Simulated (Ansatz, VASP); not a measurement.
**Two plane-wave programs on LaGa2**

Contents of INCAR:

```
  PREC = Accurate
  ENCUT = 520
  EDIFF = 1E-6
  ISMEAR = -1
  SIGMA = 0.3
  LREAL = False
  LASPH = True
  NELM = 60
  ALGO = Normal
  ISIF = 2
  LWAVE = False
  LCHARG = False
  NBANDS = 26
```

The input KPOINTS:

```
regular mesh
0
Gamma
  8 8 7
```

POSCAR

```
LaGa2
1.0
    4.3768486245      0.0000000000      0.0000000000
   -2.1884243123      3.7904623564      0.0000000000
    0.0000000000      0.0000000000      4.4741119273
La Ga
1 2
Direct
    0.0000000000      0.0000000000      0.0000000000
    0.3333333333      0.6666666667      0.5000000000
    0.6666666667      0.3333333333      0.5000000000
```

Input for Ansatz:

```yaml
crystal:
  lattice:
    - [4.3768486245031655, 0.0, 0.0]
    - [-2.1884243122515827, 3.7904623563541615, 0.0]
    - [0.0, 0.0, 4.474111927269903]
  atoms:
    - { symbol: La, position: [0.0, 0.0, 0.0] }
    - { symbol: Ga, position: [0.3333333333333333, 0.6666666666666666, 0.5] }
    - { symbol: Ga, position: [0.6666666666666666, 0.3333333333333333, 0.5] }
basis:
  ecutwfc: 530.0
kpoints:
  mp_grid:
    grid: [8, 8, 7]
hamiltonian:
  xc: lda
scf:
  lower_state_search: light
  mixing:
    algorithm: broyden
  occupations:
    method: fermi_dirac
    width: 0.3
output:
  stress: true
```

Alike in both runs: task single point; functional LDA; k mesh 8 × 8 × 7; occupations fermi-dirac, width 0.3 eV; no spin polarisation.

```csv
,VASP,Ansatz
version,VASP 6.6.1,Ansatz 0.2.0
potentials or method,"VASP PAW LDA potentials, release 64 (La, Ga_d), cutoff 520 eV","plane waves, PAW"
valence electrons in the cell,37,37
```

```tsv
	VASP	Ansatz	Ansatz less VASP
pressure (GPa)	-6.0	-6.1	-0.08
traceless stress, the component that is largest in VASP (GPa)	0.88	0.94	+0.058
```

LDA's correlation is that of Perdew and Zunger in VASP and of Perdew and Wang (1992) in Ansatz.

Spin-orbit coupling is off throughout.
